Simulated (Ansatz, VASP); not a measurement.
Two plane-wave programs on CsCl

File INCAR:

```
ALGO = Normal ; EDIFF = 1E-6
ENCUT = 500 ; GGA = PS
GGA_COMPAT = False ; ISIF = 2
ISMEAR = 0 ; LASPH = True
LCHARG = False ; LREAL = False
LWAVE = False ; NBANDS = 15
NELM = 120 ; PREC = Accurate
SIGMA = 0.01
```

File KPOINTS:

```
k-points
0
Gamma
  4 4 4
```

The input POSCAR:

```
CsCl
1.0
    4.1406758780      0.0000000000      0.0000000000
    0.0000000000      4.1406758780      0.0000000000
    0.0000000000      0.0000000000      4.1406758780
Cs Cl
1 1
Direct
    0.0000000000      0.0000000000      0.0000000000
    0.5000000000      0.5000000000      0.5000000000
```

Input for Ansatz:

```yaml
crystal:
  lattice:
    - [4.140675878, 0.0, 0.0]
    - [0.0, 4.140675878, 0.0]
    - [0.0, 0.0, 4.140675878]
  atoms:
    - { symbol: Cs, position: [0.0, 0.0, 0.0] }
    - { symbol: Cl, position: [0.5, 0.5, 0.5] }
kpoints:
  mp_grid: { grid: [4, 4, 4] }
hamiltonian:
  xc: pbesol
scf:
  occupations: { method: fixed }
  n_extra_bands: 4
output:
  forces: true
  stress: true
  eigenvalues: true
  write_density: true
  write_potential: true
  elf: true
  volumetric_format: npy
```

Alike in both runs: task single point; functional PBEsol; k mesh 4 × 4 × 4; no spin polarisation.

|  | VASP | Ansatz |
| --- | --- | --- |
| version | VASP 6.6.1 | Ansatz 0.2.0 |
| potentials or method | VASP PAW PBE potentials, release 64 (Cs_sv, Cl) | plane waves, PAW |
| plane-wave cutoff (eV) | 500 | 420 |
| occupations | gaussian, width 0.01 eV | fixed |
| valence electrons in the cell | 16 | 16 |

|  | VASP | Ansatz | Ansatz less VASP |
| --- | --- | --- | --- |
| gap on the k mesh at the Fermi level (eV) | 4.99 | 5.00 | +0.011 |
| pressure (GPa) | -0.8 | -0.8 | -0.02 |

VASP's potentials were made for PBE, not for PBEsol.

Neither program's run includes spin-orbit coupling.
